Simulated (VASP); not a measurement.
Set up this calculation in VASP 6.6.1, as the native input.

```yaml
Task: single point
Functional: PBE
Potentials_or_basis: VASP PAW PBE potentials, release 64 (Al, N)
Cutoff: 520 eV
k_mesh: 6 × 6 × 4
Occupations: gaussian, width 0.01 eV
Spin: no spin polarisation
Dipole_correction: no
Further_INCAR_settings: ALGO = Normal; EDIFF = 1e-06; NBANDS = 16
```

The structure of AlN lies in POSCAR:

```
AlN
1.0
    2.9242979373      0.0000000000      0.0000000000
   -1.4621489686      2.5325163020      0.0000000000
    0.0000000000      0.0000000000      4.9972792248
Al N
2 2
Direct
    0.0000000000      0.0000000000      0.0000000000
    0.0000000000      0.0000000000      0.5000000000
    0.3333333333      0.6666666667      0.2500000000
    0.6666666667      0.3333333333      0.7500000000
```

This cell differs from its parent crystal: volume changed by +10%.

These files were run (other wordings do the same):

INCAR

```
SYSTEM = AlN
PREC = Accurate
ENCUT = 520
EDIFF = 1E-6
ISMEAR = 0
SIGMA = 0.01
LREAL = .FALSE.
LASPH = .TRUE.
NELM = 100
ALGO = Normal
ISIF = 2
LWAVE = .FALSE.
LCHARG = .FALSE.
GGA = PE
NBANDS = 16
```

KPOINTS

```
regular mesh
0
G
  6 6 4
  0 0 0
```

Potentials or basis: VASP PAW PBE potentials, release 64 (Al, N).

Command:

```console
$ cat potpaw_PBE.64/Al/POTCAR potpaw_PBE.64/N/POTCAR > POTCAR
$ mpirun -np 1 vasp_std > vasp.out
```

Results of the run:

```yaml
Pressure: -15.0 GPa
Band_gap_on_the_k_mesh: 3.89 eV, direct
```

Wall time 5.6 s on 1 thread of Intel(R) Xeon(R) Platinum 8559C (Emerald Rapids) (shared host), peak memory 0.15 GiB.
